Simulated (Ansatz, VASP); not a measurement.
# KNaF2: VASP beside Ansatz

File POSCAR:

```
KNaF2
1.0
    1.7563600612      1.0140349542      5.8730882468
   -1.7563600612      1.0140349542      5.8730882468
    0.0000000000     -2.0280699081      5.8730882468
Na K F
1 1 2
Direct
    1.0000000000      0.0000000000      0.0000000000
    0.5000000000      0.5000000000      0.5000000000
    0.2610994597      0.2610994597      0.2610994597
    0.7389005403      0.7389005403      0.7389005403
```

File INCAR.step1:

```
SYSTEM = KNaF2
PREC     = Accurate       ! precision mode
ENCUT    = 520            ! plane-wave cutoff, eV
ISMEAR   = 0              ! smearing method
SIGMA    = 0.01           ! smearing width, eV
LREAL    = .False.        ! projectors in reciprocal space
LASPH    = .True.         ! aspherical terms in the spheres
NELM     = 100            ! most SCF steps
NBANDS   = 23             ! bands
GGA      = PE             ! functional
ALGO     = Normal         ! electronic algorithm
EDIFF    = 1E-4           ! SCF threshold, eV
LWAVE    = .True.         ! write WAVECAR
LCHARG   = .False.        ! write CHGCAR
```

The input INCAR.step2:

```
SYSTEM = KNaF2
PREC     = Accurate       ! precision mode
ENCUT    = 520            ! plane-wave cutoff, eV
EDIFF    = 1E-7           ! SCF threshold, eV
ISMEAR   = 0              ! smearing method
SIGMA    = 0.01           ! smearing width, eV
LREAL    = .False.        ! projectors in reciprocal space
LASPH    = .True.         ! aspherical terms in the spheres
NELM     = 100            ! most SCF steps
ALGO     = Normal         ! electronic algorithm
ISIF     = 2              ! what is computed and relaxed
LWAVE    = .False.        ! write WAVECAR
LCHARG   = .False.        ! write CHGCAR
METAGGA  = R2SCAN         ! meta-GGA
LMIXTAU  = .True.       
NBANDS   = 23             ! bands
ISTART   = 1
```

File KPOINTS:

```
regular mesh
0
Gamma
  8 8 8
  0 0 0
```

Input for Ansatz:

```yaml
crystal:
  lattice:
    - [1.7563600612, 1.0140349542, 5.8730882468]
    - [-1.7563600612, 1.0140349542, 5.8730882468]
    - [0.0, -2.0280699081, 5.8730882468]
  atoms:
    - { symbol: Na, position: [1.0, 0.0, 0.0] }
    - { symbol: K, position: [0.5, 0.5, 0.5] }
    - { symbol: F, position: [0.2610994597, 0.2610994597, 0.2610994597] }
    - { symbol: F, position: [0.7389005403, 0.7389005403, 0.7389005403] }
kpoints:
  mp_grid: { grid: [8, 8, 8] }
hamiltonian:
  xc: r2scan
scf:
  occupations: { method: fixed }
  n_extra_bands: 5
output:
  forces: true
  stress: true
  eigenvalues: true
```

Alike in both runs: task single point; functional r2SCAN; k mesh 8 × 8 × 8; no spin polarisation.

|  | VASP | Ansatz |
| --- | --- | --- |
| version | VASP 6.6.1 | Ansatz 0.2.0 |
| potentials or method | VASP PAW PBE potentials, release 64 (Na_pv, K_sv, F) | plane waves, PAW |
| plane-wave cutoff (eV) | 520 | 500 |
| occupations | gaussian, width 0.01 eV | fixed |
| valence electrons in the cell | 30 | 32 |

Ansatz gave:

* gap on the k mesh at the Fermi level (eV): 6.82
* pressure (GPa): -1.2
* traceless stress, the component that is largest in VASP (GPa): -0.07
* rms of the force components (eV/Å): 0.014

**Question.** Estimate VASP's values.

**Answer.** gap on the k mesh at the Fermi level (eV): 6.83; pressure (GPa): -1.4; traceless stress, the component that is largest in VASP (GPa): -0.01; rms of the force components (eV/Å): 0.002.

VASP's potentials were made for PBE, not for r2SCAN. Atom by atom the forces differ by 0.012 eV/Å (rms over components). VASP's potentials hold 30 valence electrons a cell and Ansatz's 32, so a difference there can come from the potentials and not from the codes.
